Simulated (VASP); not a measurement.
SnO: single point with PBE

The system is SnO.

```xyz
4
Lattice="3.2982 0.0000 0.0000 -1.6491 2.8563 0.0000 0.0000 0.0000 9.2164" Properties=species:S:1:pos:R:3 pbc="T T T"
Sn    0.0000    1.9042   -0.0612
Sn    1.6491    0.9521    4.5470
O     0.0000    1.9042    3.5173
O     1.6491    0.9521    8.1255
```

```json
{
  "Program": "VASP 6.6.1",
  "Task": "single point",
  "Functional": "PBE",
  "Potentials or basis": "VASP PAW PBE potentials, release 64 (Sn_d, O)",
  "Cutoff": "520 eV",
  "k mesh": "12 × 12 × 4",
  "Occupations": "gaussian, width 0.01 eV",
  "Spin": "no spin polarisation"
}
```

```
Pressure               : 3.3 GPa
Largest force          : 0.508 eV/Å
Band gap on the k mesh : 1.39 eV, indirect (least direct gap 1.66 eV)
```

Forces on the atoms (eV/Å):
```
Sn   0.000  0.000  0.508
Sn   0.000  0.000  0.508
O    0.000  0.000 -0.508
O    0.000  0.000 -0.508
```

Stress tensor (GPa, compression positive):
```
3.97 0.00 0.00
0.00 3.97 0.00
0.00 0.00 2.10
```

Levels at points of the mesh, in eV from the valence-band top:
```csv
k point,band 17,band 18,band 19,band 20,band 21,band 22,band 23,band 24
"(0.00, 0.00, 0.00)",-2.66,-2.66,-2.16,-1.05,1.39,2.66,7.57,8.62
"(0.50, 0.00, 0.00)",-3.49,-3.46,-0.77,-0.24,1.41,1.57,5.43,6.14
"(0.00, 0.00, 0.50)",-2.67,-2.67,-1.65,-1.65,2.04,2.04,8.66,8.66
"(0.50, 0.00, 0.50)",-3.48,-3.48,-0.57,-0.57,1.57,1.57,5.74,5.74
```

Run time: 3 min on 1 thread of Intel(R) Xeon(R) 6975P-C (Granite Rapids), on a shared host, peak memory 0.27 GiB.

Caveat: spin-orbit coupling is left out, which moves the levels of the heavy elements. A k mesh can miss the band edges.
